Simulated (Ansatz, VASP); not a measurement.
# CsSe2N: VASP beside Ansatz

```xyz
4
Lattice="3.7883 0.0000 0.0000 -1.8941 3.2808 0.0000 0.0000 -2.1872 8.1249" Properties=species:S:1:pos:R:3 pbc="T T T"
Se    0.0000    0.0000    5.2454
Se    1.8941    1.0936    2.8795
N     1.8941   -1.0936    4.0625
Cs    0.0000    0.0000    0.0000
```

Alike in both runs: functional revPBE; k mesh 6 × 6 × 6; occupations gaussian, width 0.0362 eV; no spin polarisation.

Ansatz relaxed the structure, and its values are those at the end. VASP's run is a single point on that final structure, the one shown.

|  | VASP | Ansatz |
| --- | --- | --- |
| version | VASP 6.6.1 | Ansatz 0.2.0 |
| potentials or method | VASP PAW PBE potentials, release 64 (Se, N, Cs_sv), cutoff 520 eV | PAW plane waves |
| valence electrons in the cell | 26 | 46 |

```csv
,VASP,Ansatz,Ansatz less VASP
gap on the k mesh at the Fermi level (eV),none,none,-
pressure (GPa),0.1,0.0,-0.07
rms of the force components (eV/Å),0.007,0.001,-0.0056
```

VASP's potentials were made for PBE, not for revPBE. A gap of «none» marks a metal or a gap that the smearing closes. The functional is the same, so the differences come from potentials, cutoffs and numerics. VASP's potentials hold 26 valence electrons a cell and Ansatz's 46, so a difference there can come from the potentials and not from the codes. Ansatz's warnings: structure snapped to symmetry.

Neither program's run includes spin-orbit coupling.
